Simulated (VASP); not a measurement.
# AlPt (Pm-3m) in VASP: single point with r2SCAN+D3(BJ)

Aim: the single point of AlPt with r2SCAN+D3(BJ).

Everything below comes from runs of VASP 6.6.1. Logs are shortened: lines on timing, memory, paths and dates and some standing lists are left out, and cuts for length are marked.

## 1. The cell of the first run

The structure is cubic, space group Pm-3m (No. 221). The conventional cell has a = 3.092 Å, b = 3.092 Å, c = 3.092 Å, α = 90.00°, β = 90.00°, γ = 90.00°. Within 3.5 Å of Al (site symmetry m-3m) lie 8 Pt at 2.68 Å and 6 Al at 3.09 Å. Within 3.5 Å of Pt (site symmetry m-3m) lie 8 Al at 2.68 Å and 6 Pt at 3.09 Å.

## 2. Single point, r2SCAN+D3(BJ)

The input, POSCAR:

```
AlPt
1.0
    3.0915500000      0.0000000000      0.0000000000
    0.0000000000      3.0915500000      0.0000000000
    0.0000000000      0.0000000000      3.0915500000
Al Pt
1 1
Direct
    0.0000000000      0.0000000000      0.0000000000
    0.5000000000      0.5000000000      0.5000000000
```

The input, INCAR.step1:

```
SYSTEM = AlPt
PREC     = Accurate       ! precision mode
ENCUT    = 550            ! plane-wave cutoff, eV
ISMEAR   = -1             ! smearing method
SIGMA    = 0.1            ! smearing width, eV
LREAL    = .False.        ! projectors in reciprocal space
LASPH    = .True.         ! aspherical terms in the spheres
NELM     = 120            ! most SCF steps
NBANDS   = 14             ! bands
GGA      = PE             ! functional
ALGO     = Normal         ! electronic algorithm
EDIFF    = 1E-5           ! SCF threshold, eV
LWAVE    = .True.         ! write WAVECAR
LCHARG   = .False.        ! write CHGCAR
GGA_COMPAT= .False.
```

The input, INCAR.step2:

```
SYSTEM = AlPt
PREC     = Accurate       ! precision mode
ENCUT    = 550            ! plane-wave cutoff, eV
EDIFF    = 1E-6           ! SCF threshold, eV
ISMEAR   = -1             ! smearing method
SIGMA    = 0.1            ! smearing width, eV
LREAL    = .False.        ! projectors in reciprocal space
LASPH    = .True.         ! aspherical terms in the spheres
NELM     = 120            ! most SCF steps
ALGO     = Normal         ! electronic algorithm
ISIF     = 2              ! what is computed and relaxed
LWAVE    = .False.        ! write WAVECAR
LCHARG   = .False.        ! write CHGCAR
METAGGA  = R2SCAN         ! meta-GGA
LMIXTAU  = .True.       
IVDW     = 12             ! dispersion correction
VDW_S6   = 1.0          
VDW_S8   = 0.78981345   
VDW_A1   = 0.49484001   
VDW_A2   = 5.73083694   
NBANDS   = 14             ! bands
ISTART   = 1            
GGA_COMPAT= .False.
```

The input, KPOINTS:

```
Automatic mesh
0
Gamma
  6 6 6
  0 0 0
```

Potentials or basis: VASP PAW PBE potentials, release 64 (Al, Pt).

Launch:

```
cat potpaw_PBE.64/Al/POTCAR potpaw_PBE.64/Pt/POTCAR > POTCAR
cp INCAR.step1 INCAR
mpirun -np 1 vasp_std > vasp.out
cp INCAR.step2 INCAR
mpirun -np 1 vasp_std > vasp.out
```

OUTCAR:

```text
SYSTEM = AlPt
   PREC = Accurate
   ENCUT = 550
   EDIFF = 1E-6
   ISMEAR = -1
   LREAL = .False.
   LASPH = .True.
   NELM = 120
   ISIF = 2
   METAGGA = R2SCAN
   IVDW = 12
   ISTART = 1
 IVDW          = 12

 ion  position               nearest neighbor table
   1  0.000  0.000  0.000-   2 2.68   2 2.68   2 2.68   2 2.68   2 2.68   2 2.68   2 2.68   2 2.68

   2  0.500  0.500  0.500-   1 2.68   1 2.68   1 2.68   1 2.68   1 2.68   1 2.68   1 2.68   1 2.68

  LATTYP: Found a simple cubic cell.
 ALAT       =     3.0915500000

  Lattice vectors:

 A1 = (   3.0915500000,   0.0000000000,   0.0000000000)
 A2 = (   0.0000000000,   3.0915500000,   0.0000000000)
 A3 = (   0.0000000000,   0.0000000000,   3.0915500000)

Analysis of symmetry for initial positions (statically):
=====================================================================
 Subroutine PRICEL returns:
 Original cell was already a primitive cell.

 Routine SETGRP: Setting up the symmetry group for a
 simple cubic supercell.

 Subroutine GETGRP returns: Found 48 space group operations
 (whereof 48 operations were pure point group operations)
 out of a pool of 48 trial point group operations.

The static configuration has the point symmetry O_h .

Analysis of symmetry for dynamics (positions and initial velocities):
=====================================================================
 Subroutine PRICEL returns:
 Original cell was already a primitive cell.

 Routine SETGRP: Setting up the symmetry group for a
 simple cubic supercell.

 Subroutine GETGRP returns: Found 48 space group operations
 (whereof 48 operations were pure point group operations)
 out of a pool of 48 trial point group operations.

The dynamic configuration has the point symmetry O_h .

 Subroutine INISYM returns: Found 48 space group operations
 (whereof 48 operations are pure point group operations),
 and found     1 'primitive' translations

----------------------------------------------------------------------------------------

                                     Primitive cell

  volume of cell :      29.5480

  direct lattice vectors                    reciprocal lattice vectors
     3.091550000  0.000000000  0.000000000     0.323462341  0.000000000  0.000000000
     0.000000000  3.091550000  0.000000000     0.000000000  0.323462341  0.000000000
     0.000000000  0.000000000  3.091550000     0.000000000  0.000000000  0.323462341

[... 85 lines left out ...]
   ISYM   =      2    0-nonsym 1-usesym 2-fastsym
   POTIM  = 0.5000    time-step for ionic-motion
   TEBEG  =    0.0;   TEEND  =   0.0 temperature during run
   PSTRESS=    0.0 pullay stress
   NELECT =      13.0000    total number of electrons
   NUPDOWN=      -1.0000    fix difference up-down
   EMIN   =  10.00;   EMAX   =-10.00  energy-range for DOS
   EFERMI =   0.00;   METHOD = LEGACY
   ISMEAR =    -1;   SIGMA  =   0.10  broadening in eV -4-tet -1-fermi 0-gaus
   EFERMI_NEDOS =   21; number of points for ismear=-14 and -15
   IALGO  =     38    algorithm
   IMIX   =      4    mixing-type and parameters
     AMIX     =   0.40;   BMIX     =  1.00
     AMIX_MAG =   1.60;   BMIX_MAG =  1.00
  volume/ion in A,a.u.               =      14.77        99.70
  Fermi-wavevector in a.u.,A,eV,Ry     =   1.245125  2.352945 21.093611  1.550337
  Thomas-Fermi vector in A             =   2.379361
   LORBIT       =      0    0 simple, 1 ext, 2 COOP (PROOUT), +10 PAW based schemes
   METAGGA = R2SCAN    functional components
   LHFCALC =     F    Hartree Fock is set to
   AEXX    =    0.0000 exact exchange contribution
   IVDW    =    12    specifies the selected vdW correction
   LEPSILON=     F    determine dielectric tensor
   LRPA    =     F    only Hartree local field effects (RPA)
 non-spin polarized calculation
  energy-cutoff  :      550.00
  volume of cell :       29.55
 maximum number of plane-waves:       912
 NGX is ok and might be reduce to    24
   NGX = 11   NGY = 11   NGZ = 11

 number of electron      12.9999997 magnetization

 Free energy of the ion-electron system (eV)
  ---------------------------------------------------
  ext. energy  EPLUGINS =         0.00000000
  ---------------------------------------------------
  free energy    TOTEN  =       -60.21262247 eV

  energy without entropy =      -60.18906848  energy(sigma->0) =      -60.20084548

 E-fermi :  10.6784     XC(G=0): -13.1289

 val. band max:       10.6610810449   @ k =   0.3333   0.3333   0.0000
 cond. band min:      11.0898028384   @ k =   0.3333   0.1667   0.1667
 fundamental gap:      0.4287217936
 Fermi energy:        10.6783845074

 k-point     1 :       0.0000    0.0000    0.0000
  band No.  band energies     occupation
      1      -1.4934      2.00000
      2       4.7899      2.00000
      3       4.7899      2.00000
      4       7.8820      2.00000
      5       7.8820      2.00000
      6       7.8820      2.00000
      7      14.8170      0.00000
      8      14.8170      0.00000
      9      14.8170      0.00000
     10      20.0754      0.00000
     11      20.0754      0.00000
     12      21.2644      0.00000
     13      29.3689      0.00000
     14      29.3689      0.00000
[... 309 lines left out ...]
      1       3.8806      2.00000
      2       3.8806      2.00000
      3       3.8806      2.00000
      4       9.2250      2.00000
      5       9.2250      2.00000
      6      11.7970      0.00003
      7      12.5172      0.00000
      8      12.5172      0.00000
      9      12.5172      0.00000
     10      15.7935      0.00000
     11      16.9730      0.00000
     12      16.9730      0.00000
     13      16.9730      0.00000
     14      35.1820      0.00000

------------------------ aborting loop because EDIFF is reached ----------------------------------------

 Edisp (eV)   -0.53203

 E8    (eV) :    -0.1918

  FORCE on cell =-STRESS in cart. coord.  units (eV):
  Direction    XX          YY          ZZ          XY          YZ          ZX
  --------------------------------------------------------------------------------------
  -------------------------------------------------------------------------------------
  Total      -1.40844    -1.40844    -1.40844     0.00000     0.00000    -0.00000
  in kB     -76.36941   -76.36941   -76.36941     0.00000     0.00000    -0.00000
  external pressure =      -76.37 kB  Pullay stress =        0.00 kB

 VOLUME and BASIS-vectors are now :
 -----------------------------------------------------------------------------
  energy-cutoff  :      550.00
  volume of cell :       29.55
      direct lattice vectors                 reciprocal lattice vectors
     3.091550000  0.000000000  0.000000000     0.323462341  0.000000000  0.000000000
     0.000000000  3.091550000  0.000000000     0.000000000  0.323462341  0.000000000
     0.000000000  0.000000000  3.091550000     0.000000000  0.000000000  0.323462341

 POSITION                                       TOTAL-FORCE (eV/Angst)
 -----------------------------------------------------------------------------------
      0.00000      0.00000      0.00000         0.000000      0.000000      0.000000
      1.54577      1.54577      1.54577         0.000000      0.000000      0.000000
 -----------------------------------------------------------------------------------
    total drift:                                0.000000     -0.000000     -0.000000

  FREE ENERGIE OF THE ION-ELECTRON SYSTEM (eV)
  ---------------------------------------------------
  free  energy   TOTEN  =       -60.7446486923 eV

  energy  without entropy=      -60.7210947035  energy(sigma->0) =      -60.73287170
```

OUTCAR.step1:

```text
SYSTEM = AlPt
   PREC = Accurate
   ENCUT = 550
   ISMEAR = -1
   LREAL = .False.
   LASPH = .True.
[... 555 lines left out ...]
      0.00000      0.00000      0.00000         0.000000      0.000000      0.000000
      1.54577      1.54577      1.54577         0.000000      0.000000      0.000000
 -----------------------------------------------------------------------------------
    total drift:                                0.000000     -0.000000     -0.000000

  FREE ENERGIE OF THE ION-ELECTRON SYSTEM (eV)
  ---------------------------------------------------
  free  energy   TOTEN  =       -11.6908634852 eV

  energy  without entropy=      -11.6669717494  energy(sigma->0) =      -11.67891762
```

It took 22 s on 1 thread of Intel Xeon 6975P-C, shared host; peak memory 0.15 GiB.

What came out:

- Free energy: -60.7446 eV
- Pressure: -7.6 GPa
- Dispersion energy per atom: -0.266 eV

Caveat: three body term missing; the PAW data sets were made with another functional, which shifts forces and pressure a little; spin-orbit coupling is left out, which moves the levels of the heavy elements; pairwise dispersion overbinds metals, which lowers pressure and volume.
